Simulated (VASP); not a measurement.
# Ta2Al5 (C2/m) in VASP: notebook, part 2 of 2

VASP 6.6.1. Earlier steps stand in the parts before.

## 4. Relaxation of shape and atoms at fixed volume, PBE (volume scaled by 1.06)

INCAR reads:

```
SYSTEM = Ta2Al5
  ALGO = Normal
  EDIFF = 1E-7
  EDIFFG = -0.01
  ENCUT = 500
  GGA = PE
  GGA_COMPAT = .False.
  IBRION = 2
  ISIF = 4
  ISMEAR = 0
  LASPH = .True.
  LCHARG = .False.
  LREAL = .False.
  LWAVE = .False.
  NELM = 120
  NELMIN = 4
  NSW = 50
  PREC = Accurate
  SIGMA = 0.1
```

KPOINTS reads:

```
k-points
0
Gamma
  10 10 6
  0 0 0
```

POSCAR reads:

```
Ta2Al5
1.0
    4.8466659426     -1.9570508548      0.0110223398
    4.8466659426      1.9570508548      0.0110223398
   -0.7251164524      0.0000000000      6.3586388562
Ta Al
2 5
Direct
    0.4349634618      0.4349634618      0.2816996256
    0.5650365382      0.5650365382      0.7183003744
    0.8549552546      0.8549552546      0.5752692657
    0.7186031617      0.7186031617      0.1448748239
    0.1450447454      0.1450447454      0.4247307343
    0.2813968383      0.2813968383      0.8551251761
    0.0000000000      0.0000000000      0.0000000000
```

Potentials or basis: VASP PAW PBE potentials, release 64 (Ta_pv, Al).

Run with:

```
$ cat potpaw_PBE.64/Ta_pv/POTCAR potpaw_PBE.64/Al/POTCAR > POTCAR
$ mpirun -np 1 vasp_std > vasp.out
```

OUTCAR:

```text
SYSTEM = Ta2Al5
   EDIFF = 1E-7
   EDIFFG = -0.01
   ENCUT = 500
   GGA = PE
   IBRION = 2
   ISIF = 4
   ISMEAR = 0
   LASPH = .True.
   LREAL = .False.
   NELM = 120
   NELMIN = 4
   NSW = 50
   PREC = Accurate

 ion  position               nearest neighbor table
   1  0.435  0.435  0.282-   7 2.78   7 2.78   3 2.88   3 2.88   5 2.90   5 2.90   4 2.93   4 2.93
                             2 2.94   6 2.96   4 2.98   5 3.05
   2  0.565  0.565  0.718-   7 2.78   7 2.78   5 2.88   5 2.88   3 2.90   3 2.90   6 2.93   6 2.93
                             1 2.94   4 2.96   6 2.98   3 3.05
   3  0.855  0.855  0.575-   6 2.80   6 2.80   1 2.88   1 2.88   2 2.90   2 2.90   5 2.91   5 2.91
                             7 2.92   4 2.92   2 3.05   5 3.07
   4  0.719  0.719  0.145-   5 2.80   5 2.80   6 2.81   6 2.81   3 2.92   1 2.93   1 2.93   7 2.96
                             7 2.96   2 2.96   1 2.98   7 2.98
   5  0.145  0.145  0.425-   4 2.80   4 2.80   2 2.88   2 2.88   1 2.90   1 2.90   3 2.91   3 2.91
                             7 2.92   6 2.92   1 3.05   3 3.07
   6  0.281  0.281  0.855-   3 2.80   3 2.80   4 2.81   4 2.81   5 2.92   2 2.93   2 2.93   7 2.96
                             7 2.96   1 2.96   2 2.98   7 2.98
   7  0.000  0.000  0.000-   2 2.78   2 2.78   1 2.78   1 2.78   3 2.92   5 2.92   4 2.96   6 2.96
                             4 2.96   6 2.96   4 2.98   6 2.98

  LATTYP: Found a base centered monoclinic cell.
 ALAT       =     9.6933569523
 B/A-ratio  =     0.4037921774
[... 203 lines left out ...]
  Total       -5.0630232     -5.1176368     -5.2498684      0.0000000      0.0000000     -0.0138480
  in kB      -67.2308391    -67.9560413    -69.7119180      0.0000000      0.0000000     -0.1838843
  external PRESSURE =     -68.2995995 kB  Pullay stress =       0.0000000 kB
[... 110 lines left out ...]
--------------------------------------- Ionic step        4  -------------------------------------------

 number of electron      36.9999999 magnetization

 Free energy of the ion-electron system (eV)
  ---------------------------------------------------
  ext. energy  EPLUGINS =         0.00000000
  ---------------------------------------------------
  free energy    TOTEN  =       -43.77655500 eV

  energy without entropy =      -43.75823974  energy(sigma->0) =      -43.76739737

 E-fermi :   6.9942     XC(G=0): -10.8647

 val. band max:        6.9921261672   @ k =  -0.4000   0.1000   0.1667
 cond. band min:       6.9944588242   @ k =  -0.1000   0.1000   0.1667
 fundamental gap:      0.0023326569
 Fermi energy:         6.9941729761

 k-point     1 :       0.0000    0.0000    0.0000
  band No.  band energies     occupation
      1     -27.4410      2.00000
      2     -27.4275      2.00000
      3     -27.3911      2.00000
      4     -27.3203      2.00000
      5     -27.2633      2.00000
      6     -27.0880      2.00000
[... 589 lines left out ...]
     21       8.0164      0.00000
     22       8.1196      0.00000

 [... further k-points ...]

------------------------ aborting loop because EDIFF is reached ----------------------------------------

  FORCE on cell =-STRESS in cart. coord.  units (eV):
  Direction    XX          YY          ZZ          XY          YZ          ZX
  --------------------------------------------------------------------------------------
  -------------------------------------------------------------------------------------
  Total       -5.1085372     -5.0972161     -5.0901494      0.0000000      0.0000000     -0.0008033
  in kB      -67.8352104    -67.6848795    -67.5910424      0.0000000      0.0000000     -0.0106663
  external PRESSURE =     -67.7037108 kB  Pullay stress =       0.0000000 kB
[... 22 lines left out ...]
  FREE ENERGIE OF THE ION-ELECTRON SYSTEM (eV)
  ---------------------------------------------------
  free  energy   TOTEN  =       -43.7765549952 eV

  energy  without entropy=      -43.7582397411  energy(sigma->0) =      -43.76739737

 reached required accuracy - stopping structural energy minimisation
```

CONTCAR:

```text
Ta2Al5
   1.00000000000000
     4.8493716953708281   -1.9577015802894608    0.0100325040111666
     4.8493716953708281    1.9577015802894608    0.0100325040111666
    -0.7268064462492586    0.0000000000000000    6.3531225723771545
  Ta              Al
     2     5
Direct
     0.4353129970002123    0.4353129970002123    0.2823392186929292
     0.5646870029997878    0.5646870029997878    0.7176607813070709
     0.8554011620148482    0.8554011620148482    0.5752628768798177
     0.7187424966798278    0.7187424966798278    0.1449506274711688
     0.1445988379851518    0.1445988379851518    0.4247371231201823
     0.2812575033201722    0.2812575033201722    0.8550493725288312
     1.0000000000000000    1.0000000000000000    0.0000000000000000

  0.00000000E+00  0.00000000E+00  0.00000000E+00
  0.00000000E+00  0.00000000E+00  0.00000000E+00
  0.00000000E+00  0.00000000E+00  0.00000000E+00
  0.00000000E+00  0.00000000E+00  0.00000000E+00
  0.00000000E+00  0.00000000E+00  0.00000000E+00
  0.00000000E+00  0.00000000E+00  0.00000000E+00
  0.00000000E+00  0.00000000E+00  0.00000000E+00
```

Wall time 18 min (1 thread of Intel Xeon 6975P-C, shared host); peak memory 0.55 GiB.

Results:

- Free energy: -43.7766 eV
- Energy gained by relaxing: 0.1 meV/atom
- Ionic steps: 4
- Pressure after relaxing: -6.8 GPa
- Largest force after relaxing: 0.010 eV/Å

Forces on the atoms (eV/Å):
```
Ta   0.003  0.000 -0.007
Ta  -0.003  0.000  0.007
Al   0.010  0.000  0.001
Al   0.006  0.000  0.005
Al  -0.010  0.000 -0.001
Al  -0.006  0.000 -0.005
Al   0.000  0.000  0.000
```

The path:
| step | energy change (eV) | largest force (eV/Å) | pressure (GPa) | volume (Å³) |
| --- | --- | --- | --- | --- |
| 1 | 0.0000 | 0.0702 | -6.83 | 120.66 |
| 2 | -0.0006 | 0.0256 | -6.79 | 120.66 |
| 3 | -0.0006 | 0.0151 | -6.77 | 120.66 |
| 4 | -0.0007 | 0.0096 | -6.77 | 120.66 |

Final structure:
```
Ta Al
1.0
     4.84937   -1.95770    0.01003
     4.84937    1.95770    0.01003
    -0.72681    0.00000    6.35312
Ta Al
2 5
Direct
  0.43531 0.43531 0.28234
  0.56469 0.56469 0.71766
  0.85540 0.85540 0.57526
  0.71874 0.71874 0.14495
  0.14460 0.14460 0.42474
  0.28126 0.28126 0.85505
  0.00000 0.00000 0.00000
```

Caveat: the cell differs from its parent crystal (volume scaled by 1.06); spin-orbit coupling is left out, which moves the levels of the heavy elements.

## 5. Summary

```tsv
task	cell	k mesh	cutoff (eV)	smearing	gap on the mesh (eV)	pressure (GPa)	largest force (eV/Å)
single point	a = 5.117, b = 5.117, c = 6.311 Å, angles 96.1, 96.1, 43.9°, 7 atoms	5 × 5 × 3	520	gaussian 0.2 eV	none	-0.2	0.09
single point	a = 3.837, b = 5.124, c = 6.282 Å, angles 95.9, 90.0, 112.0°, 7 atoms	6 × 6 × 4	520	gaussian 0.2 eV	none	0.0	0.03
relaxation of shape and atoms at fixed volume	relaxed from a = 5.227, b = 5.227, c = 6.400 Å, angles 95.9, 95.9, 44.0°, 7 atoms	10 × 10 × 6	500	gaussian 0.1 eV	none	-6.8	0.01
```

Alike in all rows: level PBE; potentials or basis VASP PAW PBE potentials, release 64 (Ta_pv, Al); no spin polarisation.

Caveats: spin-orbit coupling is left out, which moves the levels of the heavy elements.

Absolute energies hang on the potentials; compare differences alone.
